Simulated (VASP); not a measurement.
# K3Cd2Se4O12 (a cell with a defect): single point with LDA

K3Cd2Se4O12 (a cell with a defect):

```
CELL_PARAMETERS angstrom
5.71014 0.00000 0.00000
-5.71014 9.89026 0.00000
0.00000 -3.29675 6.33022
ATOMIC_POSITIONS crystal
K 0.87330 0.38212 0.45319
K 0.16764 0.17242 0.55687
K 0.72655 0.76214 0.45125
Cd 0.99432 0.00046 0.99852
Cd 0.01141 0.50122 0.00528
Se 0.62260 0.12965 0.87175
Se 0.37180 0.35967 0.10420
Se 0.63150 0.63141 0.91137
Se 0.37022 0.87138 0.09803
O 0.78615 0.03806 0.76417
O 0.69945 0.24717 0.75974
O 0.27375 0.00019 0.76764
O 0.22108 0.45771 0.21857
O 0.71773 0.49707 0.21804
O 0.30647 0.24970 0.22844
O 0.82793 0.56180 0.80267
O 0.67115 0.74842 0.80699
O 0.29762 0.47795 0.78551
O 0.16821 0.93672 0.20917
O 0.70366 0.02637 0.21236
O 0.34643 0.75663 0.20106
```

* Program: VASP 6.6.1
* Task: single point
* Functional: LDA
* Potentials or basis: VASP PAW LDA potentials, release 64 (K_sv, Cd, Se, O)
* Cutoff: 520 eV
* k mesh: 3 × 2 × 2
* Occupations: fermi-dirac, width 0.05 eV
* Spin: no spin polarisation
* Dipole correction: no
* Further INCAR settings: LREAL = Auto; ALGO = Normal; EDIFF = 1e-06; NBANDS = 90

| Quantity | Value |
| --- | --- |
| Pressure | -1.5 GPa |
| Largest force | 0.303 eV/Å |
| Band gap on the k mesh | zero (an odd number of electrons rules out a gap without spin polarisation) |

Forces in eV/Å, atoms in the order of the input:
```
K    0.001 -0.014  0.000
K    0.003  0.000  0.007
K    0.006  0.012 -0.004
Cd   0.004  0.008 -0.008
Cd   0.000 -0.005 -0.001
Se   0.010 -0.004  0.283
Se   0.000 -0.021 -0.302
Se  -0.015 -0.014  0.296
Se   0.002  0.022 -0.297
O    0.165 -0.059 -0.115
O   -0.041  0.167 -0.130
O   -0.137 -0.111 -0.129
O   -0.147  0.054  0.125
O    0.107  0.104  0.129
O    0.044 -0.140  0.146
O    0.169 -0.011 -0.120
O   -0.073  0.149 -0.125
O   -0.089 -0.127 -0.137
O   -0.181  0.012  0.129
O    0.091  0.140  0.134
O    0.080 -0.163  0.119
```

Stress tensor (GPa, compression positive):
```
-1.59  0.31 -0.31
 0.31 -1.38 -0.16
-0.31 -0.16 -1.51
```

Levels at points of the mesh, in eV from the Fermi level:
```csv
k point,band 70,band 71,band 72,band 73,band 74,band 75,band 76,band 77,band 78,band 79
"(0.00, 0.00, 0.00)",-0.42,-0.34,-0.27,-0.17,-0.07,3.90,4.48,4.78,4.94,5.10
"(0.00, 0.50, 0.00)",-0.39,-0.30,-0.29,-0.10,-0.01,4.25,4.38,4.74,5.09,5.17
"(0.00, 0.00, 0.50)",-0.45,-0.32,-0.30,-0.07,-0.02,4.19,4.41,4.58,4.75,5.04
"(0.00, 0.50, 0.50)",-0.35,-0.31,-0.24,-0.08,0.01,4.38,4.57,4.76,5.05,5.14
```

It took 11 min on 1 thread of Intel(R) Xeon(R) Platinum 8488C (Sapphire Rapids) (shared host), peak memory 0.46 GiB.

Caveat: the k points lie up to 0.46 Å⁻¹ apart, too coarse for converged energies and pressures of a metal; an odd number of electrons without spin polarisation forces a metal; a magnetic or distorted state may lie lower.
